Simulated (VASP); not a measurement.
Ga4BAs3:

```
Ga B As
1.0
    -2.63500    2.63500    5.27000
     2.63500   -2.63500    5.27000
     2.63500    2.63500   -5.27000
Ga B As
4 1 3
Direct
  0.11700 0.11700 0.47000
  0.64700 0.64700 0.53000
  0.35300 0.88300 0.00000
  0.88300 0.35300 0.00000
  0.00000 0.00000 0.00000
  0.25000 0.75000 0.50000
  0.75000 0.25000 0.50000
  0.50000 0.50000 0.00000
```

| Property | Result |
| --- | --- |
| Program | VASP 6.6.1 |
| Task | relaxation of cell and atoms |
| Functional | PBE |
| Potentials or basis | VASP PAW PBE potentials, release 64 (Ga_d, B, As) |
| Cutoff | 600 eV |
| k mesh | 4 × 4 × 4 |
| Occupations | gaussian, width 0.2 eV |
| Spin | no spin polarisation |

At the start: pressure 14.7 GPa; volume 18.30 Å³/atom.

Task: Where does the relaxation end?

Result: Over 5 steps the energy falls by 173.1 meV/atom and the volume is 21.03 Å³/atom (+15.0 %); space group I-42m (No. 121, to 0.1 Å) before and after.

Step by step:
| step | energy change (eV) | largest force (eV/Å) | pressure (GPa) | volume (Å³) |
| --- | --- | --- | --- | --- |
| 1 | 0.0000 | 1.7754 | 14.74 | 146.36 |
| 2 | -1.0758 | 0.4414 | -4.65 | 184.99 |
| 3 | -1.2436 | 0.7112 | -0.96 | 172.68 |
| 4 | -1.3337 | 0.4624 | -0.49 | 170.94 |
| 5 | -1.3852 | 0.0281 | 0.46 | 168.27 |

Final structure:
```
Ga B As
1.0
    -2.76046    2.76046    5.52054
     2.76046   -2.76046    5.52054
     2.76046    2.76046   -5.52054
Ga B As
4 1 3
Direct
  0.10664 0.10664 0.43586
  0.67078 0.67078 0.56414
  0.32922 0.89336 0.00000
  0.89336 0.32922 0.00000
  0.00000 0.00000 0.00000
  0.25000 0.75000 0.50000
  0.75000 0.25000 0.50000
  0.50000 0.50000 0.00000
```
